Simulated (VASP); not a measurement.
# ZrC (P1) in VASP: single point with PBE

Aim: the single point of ZrC with PBE.

Program: VASP 6.6.1. These are calculated values, not measurements. Logs are shortened: lines on timing, memory, paths and dates and some standing lists are left out, and cuts for length are marked.

## 1. The cell of the first run

The typed cell holds 4 atoms: a = 4.271 Å, b = 4.244 Å, c = 3.164 Å, α = 91.46°, β = 91.80°, γ = 90.38°.

## 2. Single point, PBE (atoms moved at random and the cell strained at random)

INCAR

```
  PREC = Accurate
  ENCUT = 520
  EDIFF = 1E-6
  ISMEAR = 0
  SIGMA = 0.05
  LREAL = F
  LASPH = T
  NELM = 80
  ALGO = Fast
  ISIF = 2
  LWAVE = F
  LCHARG = F
  GGA = PE
  NBANDS = 24
```

KPOINTS

```
regular mesh
0
Gamma
  8 8 12
```

POSCAR

```
ZrC
1.0
    4.2702557583     -0.0145868932     -0.0676761300
   -0.0145868932      4.2437394146     -0.0545065338
   -0.0496473680     -0.0399861213      3.1631921460
Zr C
2 2
Direct
    0.5261353129      0.0726167435      0.1745840170
   -0.0225567302      0.4941939545      0.7123567527
    0.0059817782     -0.0307752492      0.0568477462
    0.4904396390      0.4639645512      0.0562114840
```

Potentials or basis: VASP PAW PBE potentials, release 64 (Zr_sv, C).

Launch:

```console
cat potpaw_PBE.64/Zr_sv/POTCAR potpaw_PBE.64/C/POTCAR > POTCAR
mpirun -np 1 vasp_std > vasp.out
```

OUTCAR:

```text
PREC = Accurate
   ENCUT = 520
   EDIFF = 1E-6
   ISMEAR = 0
   LREAL = F
   LASPH = T
   NELM = 80
   ISIF = 2
   GGA = PE

 ion  position               nearest neighbor table
   1  0.526  0.073  0.175-   4 1.72   3 2.14   3 2.28   4 2.60   2 3.05   2 3.07   2 3.29   2 3.43
                             2 3.46   2 3.56   2 3.63   2 3.85
   2  0.977  0.494  0.712-   3 2.27   4 2.38   4 2.42   3 2.51   4 2.89   3 2.93   1 3.05   1 3.07
                             1 3.29   1 3.43   1 3.46   1 3.56   1 3.63   1 3.85
   3  0.006  0.969  0.057-   1 2.14   2 2.27   1 2.28   2 2.51   2 2.93
   4  0.490  0.464  0.056-   1 1.72   2 2.38   2 2.42   1 2.60   2 2.89

  LATTYP: Found a triclinic cell.
 ALAT       =     4.2708169098
 B/A-ratio  =     1.4144779054
 C/A-ratio  =     0.7408031057
 COS(alpha) =     0.0044010212
 COS(beta)  =     0.0314898850
 COS(gamma) =     0.7116453475

  Lattice vectors:

 A1 = (   4.2702557583,  -0.0145868932,  -0.0676761300)
 A2 = (   4.2848426515,  -4.2583263078,  -0.0131695962)
 A3 = (   0.0496473680,   0.0399861213,  -3.1631921460)

Analysis of symmetry for initial positions (statically):
=====================================================================
 Subroutine PRICEL returns:
 Original cell was already a primitive cell.

 Routine SETGRP: Setting up the symmetry group for a
 triclinic supercell.

 Subroutine GETGRP returns: Found  1 space group operations
 (whereof  1 operations were pure point group operations)
 out of a pool of  2 trial point group operations.

The static configuration has the point symmetry C_1 .

Analysis of symmetry for dynamics (positions and initial velocities):
=====================================================================
 Subroutine PRICEL returns:
 Original cell was already a primitive cell.

 Routine SETGRP: Setting up the symmetry group for a
 triclinic supercell.

 Subroutine GETGRP returns: Found  1 space group operations
 (whereof  1 operations were pure point group operations)
 out of a pool of  2 trial point group operations.

The dynamic configuration has the point symmetry C_1 .

 Subroutine INISYM returns: Found  1 space group operations
 (whereof  1 operations are pure point group operations),
 and found     1 'primitive' translations

----------------------------------------------------------------------------------------

                                     Primitive cell
[... 94 lines left out ...]
   NELM   =     80;   NELMIN=  2; NELMDL= -5     # of ELM steps
   EDIFF  = 0.1E-05   stopping-criterion for ELM
   LREAL  =      F    real-space projection
   EDIFFG = 0.1E-04   stopping-criterion for IOM
   NSW    =      0    number of steps for IOM
   IBRION =     -1    ionic relax: 0-MD 1-quasi-New 2-CG
   NFREE  =      0    steps in history (QN), initial steepest desc. (CG)
   ISIF   =      2    stress and relaxation
   ISYM   =      2    0-nonsym 1-usesym 2-fastsym
   POTIM  = 0.5000    time-step for ionic-motion
   TEBEG  =    0.0;   TEEND  =   0.0 temperature during run
   PSTRESS=    0.0 pullay stress
   NELECT =      32.0000    total number of electrons
   NUPDOWN=      -1.0000    fix difference up-down
   EMIN   =  10.00;   EMAX   =-10.00  energy-range for DOS
   EFERMI =   0.00;   METHOD = LEGACY
   ISMEAR =     0;   SIGMA  =   0.05  broadening in eV -4-tet -1-fermi 0-gaus
   EFERMI_NEDOS =   21; number of points for ismear=-14 and -15
   IALGO  =     68    algorithm
   IMIX   =      4    mixing-type and parameters
     AMIX     =   0.40;   BMIX     =  1.00
     AMIX_MAG =   1.60;   BMIX_MAG =  1.00
  volume/ion in A,a.u.               =      14.32        96.67
  Fermi-wavevector in a.u.,A,eV,Ry     =   1.348166  2.547665 24.729308  1.817553
  Thomas-Fermi vector in A             =   2.475858
   LORBIT       =      0    0 simple, 1 ext, 2 COOP (PROOUT), +10 PAW based schemes
   GGA     = PE    functional components
   LHFCALC =     F    Hartree Fock is set to
   AEXX    =    0.0000 exact exchange contribution
   IVDW    =     0    specifies the selected vdW correction
   LEPSILON=     F    determine dielectric tensor
   LRPA    =     F    only Hartree local field effects (RPA)
 non-spin polarized calculation
 RMM-DIIS sequential band-by-band and
 Gauss-broadening in eV      SIGMA  =   0.05
  energy-cutoff  :      520.00
  volume of cell :       57.30
 maximum number of plane-waves:      1559
   NGX = 15   NGY = 15   NGZ = 11

 number of electron      32.0000001 magnetization

 Free energy of the ion-electron system (eV)
  ---------------------------------------------------
  ext. energy  EPLUGINS =         0.00000000
  ---------------------------------------------------
  free energy    TOTEN  =       -32.93538524 eV

  energy without entropy =      -32.93401179  energy(sigma->0) =      -32.93469852

 E-fermi :   8.7075     XC(G=0): -11.4931

 val. band max:        8.6993641033   @ k =  -0.3750   0.3750  -0.0000
 cond. band min:       8.7118857404   @ k =   0.2500  -0.1250   0.2500
 fundamental gap:      0.0125216371
 Fermi energy:         8.7075022983

 k-point     1 :       0.0000    0.0000    0.0000
  band No.  band energies     occupation
      1     -40.4507      2.00000
      2     -38.8696      2.00000
      3     -18.5318      2.00000
      4     -18.4520      2.00000
      5     -18.3196      2.00000
      6     -17.6451      2.00000
[... 637 lines left out ...]
     23      13.6516      0.00000
     24      14.7525      0.00000

 [... further k-points ...]

------------------------ aborting loop because EDIFF is reached ----------------------------------------

  FORCE on cell =-STRESS in cart. coord.  units (eV):
  Direction    XX          YY          ZZ          XY          YZ          ZX
  --------------------------------------------------------------------------------------
  -------------------------------------------------------------------------------------
  Total        0.9890886     13.4364925      1.6384000      0.0773041     -4.3094924     -0.8294093
  in kB       27.6567983    375.7098696     45.8127781      2.1615708   -120.5015997    -23.1918614
  external PRESSURE =     149.7264820 kB  Pullay stress =       0.0000000 kB

 VOLUME and BASIS-vectors are now :
 -----------------------------------------------------------------------------
  energy-cutoff  :      520.00
  volume of cell :       57.30
      direct lattice vectors                 reciprocal lattice vectors
     4.270255758 -0.014586893 -0.067676130     0.234239359  0.000852504  0.003687242
    -0.014586893  4.243739415 -0.054506534     0.000852504  0.235682604  0.002992660
    -0.049647368 -0.039986121  3.163192146     0.005026214  0.004079403  0.316266800

 POSITION                                       TOTAL-FORCE (eV/Angst)
 -----------------------------------------------------------------------------------
      2.23701      0.29351      0.51268        -1.617589    -12.573121      4.411840
      4.13136      2.05449      2.16023         1.244287      1.629769      1.125966
      0.00858      4.11078      0.12659         0.466718      0.484521     -1.574532
      2.08474      1.95954      0.11933        -0.093415     10.458832     -3.963274
 -----------------------------------------------------------------------------------
    total drift:                               -0.000736     -0.000231      0.001804

  FREE ENERGIE OF THE ION-ELECTRON SYSTEM (eV)
  ---------------------------------------------------
  free  energy   TOTEN  =       -32.9353852413 eV

  energy  without entropy=      -32.9340117899  energy(sigma->0) =      -32.93469852
```

OSZICAR:

```text
N       E                     dE             d eps       ncg     rms          rms(c)
DAV:   1     0.257182384289E+03    0.25718E+03   -0.16542E+04 18624   0.131E+03
DAV:   2    -0.197856993813E+02   -0.27697E+03   -0.26091E+03 22376   0.370E+02
DAV:   3    -0.407498423633E+02   -0.20964E+02   -0.20617E+02 33752   0.807E+01
[... 14 lines left out ...]
RMM:  18    -0.329353764097E+02   -0.56851E-05   -0.65209E-05 32590   0.369E-02    0.307E-02
RMM:  19    -0.329353799470E+02   -0.35374E-05   -0.35794E-05 31740   0.259E-02    0.239E-02
RMM:  20    -0.329353818531E+02   -0.19060E-05   -0.21424E-05 30459   0.238E-02    0.117E-02
RMM:  21    -0.329353844610E+02   -0.26079E-05   -0.14926E-05 30389   0.237E-02    0.163E-02
RMM:  22    -0.329353852413E+02   -0.78027E-06   -0.80910E-06 22212   0.124E-02
   1 F= -.32935385E+02 E0= -.32934699E+02  d E =-.137345E-02
```

stdout:

```text
POSCAR found type information on POSCAR ZrC
 POSCAR found :  2 types and       4 ions
 scaLAPACK will be used
 LDA part: xc-table for (Slater+PW92), standard interpolation
 POSCAR, INCAR and KPOINTS ok, starting setup
 FFT: planning ... GRIDC
 FFT: planning ... GRID_SOFT
 FFT: planning ... GRID
 WAVECAR not read
 entering main loop
WARNING in EDDRMM: call to ZHEGV failed, returncode =   8  4      9
WARNING in EDDRMM: call to ZHEGV failed, returncode =   8  4     10
WARNING in EDDRMM: call to ZHEGV failed, returncode =   8  4      9
WARNING in EDDRMM: call to ZHEGV failed, returncode =   8  4     14
WARNING in EDDRMM: call to ZHEGV failed, returncode =   6  3     16
WARNING in EDDRMM: call to ZHEGV failed, returncode =   8  4      8
WARNING in EDDRMM: call to ZHEGV failed, returncode =   8  4      8
WARNING in EDDRMM: call to ZHEGV failed, returncode =   6  3     13
WARNING in EDDRMM: call to ZHEGV failed, returncode =   8  4     11
WARNING in EDDRMM: call to ZHEGV failed, returncode =   8  4     11
[... 29 lines left out ...]
WARNING in EDDRMM: call to ZHEGV failed, returncode =   8  4     10
WARNING in EDDRMM: call to ZHEGV failed, returncode =   6  3     12
WARNING in EDDRMM: call to ZHEGV failed, returncode =   6  3      9
WARNING in EDDRMM: call to ZHEGV failed, returncode =   6  3     14
WARNING in EDDRMM: call to ZHEGV failed, returncode =   8  4     22
WARNING in EDDRMM: call to ZHEGV failed, returncode =   6  3     22
WARNING in EDDRMM: call to ZHEGV failed, returncode =   6  3     14
WARNING in EDDRMM: call to ZHEGV failed, returncode =   6  3      8
WARNING in EDDRMM: call to ZHEGV failed, returncode =   8  4      7
WARNING in EDDRMM: call to ZHEGV failed, returncode =   8  4      7
```

Wall time 15 min (1 thread of Oxide Virtual Turin-like, shared host); peak memory 0.48 GiB.

Results:

```
Free energy            : -32.9354 eV
Pressure               : 15.0 GPa
Largest force          : 13.423 eV/Å
Band gap on the k mesh : zero (bands 16 and 17 overlap by 0.73 eV)
```

Forces in eV/Å, atoms in the order of the input:
```
Zr   -1.618 -12.573   4.412
Zr    1.244   1.630   1.126
C     0.467   0.485  -1.575
C    -0.093  10.459  -3.963
```

Caveat: the cell differs from its parent crystal (atoms moved at random and the cell strained at random); the stress differs along the axes, from 3 to 38 GPa; forces of over 1 eV/Å act on the atoms, so gaps and moduli don't describe the material at rest.
